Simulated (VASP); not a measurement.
Input of a VASP 6.6.1 run:

The input INCAR:

```
ALGO = Normal
EDIFF = 1E-7
ENCUT = 520
GGA = PE
ISIF = 2
ISMEAR = 0
LASPH = T
LCHARG = F
LREAL = F
LWAVE = F
NBANDS = 16
NELM = 60
PREC = Accurate
SIGMA = 0.05
```

File KPOINTS:

```
k-points
0
Gamma
  9 9 6
```

POSCAR

```
MgO
1.0
    3.5776690074      0.0000000000      0.0000000000
   -1.7888345037      3.0983522467      0.0000000000
    0.0000000000      0.0000000000      3.9755058010
Mg O
2 2
Direct
    0.6666666667      0.3333333333      0.7500000000
    0.3333333333      0.6666666667      0.2500000000
    0.6666666667      0.3333333333      0.2500000000
    0.3333333333      0.6666666667      0.7500000000
```

Potentials or basis: VASP PAW PBE potentials, release 64 (Mg, O).

The run is started by

```console
$ cat potpaw_PBE.64/Mg/POTCAR potpaw_PBE.64/O/POTCAR > POTCAR
$ mpirun -np 1 vasp_std > vasp.out
```

Question: Estimate the pressure.

Answer: 6.0 GPa.

Question: What does it give for the band gap on the k mesh?

Answer: 3.52 eV, direct.

Stress tensor (GPa, compression positive):
```
 0.17  0.00  0.00
 0.00  0.17  0.00
 0.00  0.00 17.79
```
